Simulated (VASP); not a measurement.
Set up this calculation in VASP 6.6.1, as the native input.

- Task: single point
- Functional: PBE
- Potentials or basis: VASP PAW PBE potentials, release 64 (Tl_d, Cl)
- Cutoff: 500 eV
- k mesh: 3 × 3 × 3
- Occupations: gaussian, width 0.01 eV
- Spin: no spin polarisation
- Dipole correction: no
- Further INCAR settings: ALGO = Normal; EDIFF = 1e-06; NBANDS = 17

The structure of TlCl lies in POSCAR:

```
TlCl
1.0
    3.8388256226      0.0000000000      0.0000000000
    0.0000000000      3.8388256226      0.0000000000
    0.0000000000      0.0000000000      3.8388256226
Tl Cl
1 1
Direct
    0.0000000000      0.0000000000      0.0000000000
    0.5000000000      0.5000000000      0.5000000000
```

These files were run (other wordings do the same):

INCAR

```
PREC = Accurate
ENCUT = 500
EDIFF = 1E-6
ISMEAR = 0
SIGMA = 0.01
LREAL = False
LASPH = True
NELM = 120
ALGO = Normal
ISIF = 2
LWAVE = False
LCHARG = False
GGA = PE
NBANDS = 17
GGA_COMPAT = False
```

KPOINTS

```
regular mesh
0
Gamma
  3 3 3
```

Potentials or basis: VASP PAW PBE potentials, release 64 (Tl_d, Cl).

The run is started by

```bash
$ cat potpaw_PBE.64/Tl_d/POTCAR potpaw_PBE.64/Cl/POTCAR > POTCAR
$ mpirun -np 1 vasp_std > vasp.out
```

Results of the run:

- Pressure: 1.0 GPa
- Band gap on the k mesh: 3.97 eV, direct

Caveat: the k points lie up to 0.55 Å⁻¹ apart; spin-orbit coupling is left out, which moves the levels of the heavy elements.

It took 3.9 s on 1 thread of Intel(R) Xeon(R) Platinum 8375C CPU @ 2.90GHz (Ice Lake), with other jobs on the host, peak memory 0.14 GiB.
